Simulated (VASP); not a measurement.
Crystal: Tm2Ta.

```
Tm Ta
1.0
     0.00000    4.00240    4.00240
     4.00240    0.00000    4.00240
     4.00240    4.00240    0.00000
Tm Ta
4 2
Direct
  0.12500 0.12500 0.12500
  0.62500 0.12500 0.12500
  0.12500 0.12500 0.62500
  0.12500 0.62500 0.12500
  0.50000 0.50000 0.50000
  0.75000 0.75000 0.75000
```

The cell was generated, and may not be a known phase.

```yaml
Program: VASP 6.6.1
Task: relaxation of cell and atoms
Functional: PBE
Potentials_or_basis: VASP PAW PBE potentials, release 64 (Tm_3, Ta_pv), 4f in core
Cutoff: 500 eV
k_mesh: 4 × 4 × 4
Occupations: gaussian, width 0.1 eV
Spin: no spin polarisation
```

At the start: pressure 12.5 GPa; volume 21.37 Å³/atom.

How do energy, volume and symmetry change on relaxing?

Over 3 steps the energy falls by 107.3 meV/atom and the volume is 24.46 Å³/atom (+14.4 %); space group Fd-3m (No. 227, to 0.1 Å) before and after.

Step by step:
```csv
step,energy change (eV),largest force (eV/Å),pressure (GPa),volume (Å³)
1,0.0000,0.0000,12.46,128.23
2,-0.3486,0.0000,-5.81,161.63
3,-0.6439,0.0000,-0.06,146.75
```

Final structure:
```
Tm Ta
1.0
     0.00000    4.18650    4.18650
     4.18650    0.00000    4.18650
     4.18650    4.18650    0.00000
Tm Ta
4 2
Direct
  0.12500 0.12500 0.12500
  0.62500 0.12500 0.12500
  0.12500 0.12500 0.62500
  0.12500 0.62500 0.12500
  0.50000 0.50000 0.50000
  0.75000 0.75000 0.75000
```
